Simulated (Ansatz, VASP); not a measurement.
# CuO in VASP and in Ansatz

INCAR

```
SYSTEM = CuO
  ALGO = Normal
  EDIFF = 1E-6
  ENCUT = 520
  GGA = RP
  ISIF = 2
  ISMEAR = -1
  LASPH = .TRUE.
  LCHARG = .TRUE.
  LELF = .TRUE.
  LREAL = .FALSE.
  LVHAR = .TRUE.
  LWAVE = .FALSE.
  NBANDS = 16
  NELM = 100
  PREC = Accurate
  SIGMA = 0.05
```

File KPOINTS:

```
k-points
0
G
  11 11 11
  0 0 0
```

File POSCAR:

```
CuO
1.0
    0.0000000000      2.1580717154      2.1580717154
    2.1580717154      0.0000000000      2.1580717154
    2.1580717154      2.1580717154      0.0000000000
Cu O
1 1
Direct
    0.0294977200      0.0281008700      0.9080259900
    0.4705022800      0.4718991300      0.5919740100
```

File input.yaml:

```yaml
crystal:
  lattice:
    - [0.0, 2.1580717154, 2.1580717154]
    - [2.1580717154, 0.0, 2.1580717154]
    - [2.1580717154, 2.1580717154, 0.0]
  atoms:
    - { symbol: Cu, position: [0.02949772, 0.02810087, 0.90802599] }
    - { symbol: O, position: [0.47050228, 0.47189913, 0.59197401] }
hamiltonian:
  xc: rpbe
  pseudopotentials: { kind: paw }
kpoints:
  mp_grid: { grid: [11, 11, 11] }
scf:
  occupations: { method: fermi_dirac, width: 0.05 }
output:
  forces: true
  stress: true
  eigenvalues: true
```

Alike in both runs: task single point; functional RPBE; k mesh 11 × 11 × 11; occupations fermi-dirac, width 0.05 eV; no spin polarisation.

```csv
,VASP,Ansatz
version,VASP 6.6.1,Ansatz 0.2.0
potentials or method,"VASP PAW PBE potentials, release 64 (Cu, O)",Ansatz PAW
plane-wave cutoff (eV),520,420
valence electrons in the cell,17,25
```

```csv
,VASP,Ansatz,Ansatz less VASP
gap on the k mesh at the Fermi level (eV),none,none,-
pressure (GPa),12.5,12.0,-0.54
"traceless stress, the component that is largest in VASP (GPa)",-3.08,-2.85,+0.235
rms of the force components (eV/Å),0.414,0.368,-0.0461
```

VASP's potentials were made for PBE, not for RPBE. Atom by atom the forces differ by 0.047 eV/Å (rms over components). A gap of «none» marks a metal or a gap that the smearing closes. The functional is the same, so the differences come from potentials, cutoffs and numerics. VASP's potentials hold 17 valence electrons a cell and Ansatz's 25, so a difference there can come from the potentials and not from the codes.
